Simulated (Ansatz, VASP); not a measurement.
# Two plane-wave programs on MgGaP2

Contents of INCAR:

```
SYSTEM = MgGaP2
ALGO = Normal ; EDIFF = 1E-7
ENCUT = 520 ; GGA = PE
ISIF = 2 ; ISMEAR = 0
LASPH = .True. ; LCHARG = .True.
LELF = .True. ; LREAL = .False.
LVHAR = .True. ; LWAVE = .False.
NBANDS = 35 ; NELM = 80
PREC = Accurate ; SIGMA = 0.1358
```

File KPOINTS:

```
k-points
0
Gamma
  7 7 7
  0 0 0
```

Contents of POSCAR:

```
MgGaP2
1.0
    0.0000000000      5.8508630000      0.0000000000
    5.8508630000      0.0000000000      0.0000000000
    2.9254310000      2.9254310000     -5.1562030000
P Ga Mg
4 2 2
Direct
    0.6679000000      0.1250000000      0.2500000000
    0.8750000000      0.9179000000      0.7500000000
    0.0821000000      0.6250000000      0.2500000000
    0.3750000000      0.3321000000      0.7500000000
    0.0000000000      0.0000000000      0.0000000000
    0.7500000000      0.2500000000      0.5000000000
    0.2500000000      0.7500000000      0.5000000000
    0.5000000000      0.5000000000      0.0000000000
```

Input for Ansatz:

```yaml
crystal:
  lattice:
    - [0.0, 5.850863, 0.0]
    - [5.850863, 0.0, 0.0]
    - [2.925431, 2.925431, -5.156203]
  atoms:
    - { symbol: P, position: [0.6679, 0.125, 0.25] }
    - { symbol: P, position: [0.875, 0.9179, 0.75] }
    - { symbol: P, position: [0.0821, 0.625, 0.25] }
    - { symbol: P, position: [0.375, 0.3321, 0.75] }
    - { symbol: Ga, position: [0.0, 0.0, 0.0] }
    - { symbol: Ga, position: [0.75, 0.25, 0.5] }
    - { symbol: Mg, position: [0.25, 0.75, 0.5] }
    - { symbol: Mg, position: [0.5, 0.5, 0.0] }
  symmetry: { tolerance: 0.0003 }
kpoints:
  mp_grid: { grid: [7, 7, 7], shift: [0, 0, 0] }
  band_path:
    path:
      - [0.0, 0.0, 0.0]
      - [0.5, 0.5, 0.5]
      - [0.5, 0.5, 0.25]
      - [0.0, 0.5, 0.0]
      - [0.0, 0.0, 0.0]
      - [0.0, 0.0, -0.5]
      - [0.0, 0.33905042, -0.33047479]
      - [0.0, 0.66094958, 0.33047479]
      - [0.0, 0.0, 0.0]
      - [0.5, 0.5, 0.5]
      - [0.33905042, 0.66094958, 0.5]
    npoints: 6
magnetization:
  spin_polarized: false
scf:
  occupations: { method: gaussian, width: 0.1358 }
  lower_state_search: "off"
  max_iter: 200
hamiltonian:
  pseudopotentials: { kind: paw }
  xc: pbe
basis:
  ecutwfc: 420
  fft_grid_basis: typed
output:
  forces: true
  stress: true
  eigenvalues: true
  bader: true
  populations: true
  elf: true
  write_potential: true
  volumetric_format: npy
  dos:
    e_range: [-12, 8]
    de: 0.05
    projected: { site_lists: { Ga: [Ga], Mg: [Mg], P: [P] } }
checkpoint:
  read: saved_state
```

Alike in both runs: task single point; functional PBE; k mesh 7 × 7 × 7; occupations gaussian, width 0.1358 eV; no spin polarisation.

|  | VASP | Ansatz |
| --- | --- | --- |
| version | VASP 6.6.1 | Ansatz 0.2.0 |
| potentials or method | VASP PAW PBE potentials, release 64 (P, Ga_d, Mg), cutoff 520 eV | PAW plane waves |
| valence electrons in the cell | 50 | 66 |

VASP gave:

```
pressure (GPa)                                                : 2.9
traceless stress, the component that is largest in VASP (GPa) : 0.08
rms of the force components (eV/Å)                            : 0.409
```

Estimate Ansatz's values.

pressure (GPa): 3.0; traceless stress, the component that is largest in VASP (GPa): 0.06; rms of the force components (eV/Å): 0.409.

Atom by atom the forces differ by 0.000 eV/Å (rms over components). VASP's potentials hold 50 valence electrons a cell and Ansatz's 66, so a difference there can come from the potentials and not from the codes.
